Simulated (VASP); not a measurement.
Runs of VASP 6.6.1 on CsPbBr3. The structure is that of space group Pm-3m (No. 221), or close to it. The cells are those of the table. 

```tsv
level	potentials or basis	cell	gap on the mesh (eV)	pressure (GPa)
LDA	VASP PAW LDA potentials, release 64 (Pb_d, Cs_sv, Br)	a = 5.750 Å, 5 atoms	2.42	0.2
LDA	VASP PAW LDA potentials, release 64 (Pb_d, Cs_sv, Br)	a = 5.985 Å, 5 atoms	(c)	(a)
r2SCAN	VASP PAW PBE potentials, release 64 (Pb_d, Cs_sv, Br)	a = 5.870 Å, 5 atoms	(d)	0.7
LDA	VASP PAW LDA potentials, release 64 (Pb_d, Cs_sv, Br)	a = 5.791 Å, 5 atoms	(b)	-0.3
LDA	VASP PAW LDA potentials, release 64 (Pb_d, Cs_sv, Br)	a = 5.909 Å, 5 atoms	2.55	-1.5
LDA	VASP PAW LDA potentials, release 64 (Pb_d, Cs_sv, Br)	a = 5.764 Å, 5 atoms	2.44	0.0
PBEsol	VASP PAW PBE potentials, release 64 (Pb_d, Cs_sv, Br)	a = 5.870 Å, 5 atoms	2.58	0.0
LDA	VASP PAW LDA potentials, release 64 (Pb_d, Cs_sv, Br)	a = 5.831 Å, 5 atoms	2.49	-0.8
```

Alike in all rows: task single point; no spin polarisation; k mesh 5 × 5 × 5; cutoff (eV) 520; smearing fermi-dirac 0.05 eV.

Question: Fill in the values left out.

Answer: (a) -2.2; (b) 2.46; (c) 2.60; (d) 2.99.

Caveats: spin-orbit coupling is left out, which moves the levels of the heavy elements; the PAW data sets were made with another functional, which shifts forces and pressure a little (some runs).

A k mesh can miss the band edges, and the runs leave out spin-orbit coupling on Br, Cs, Pb.
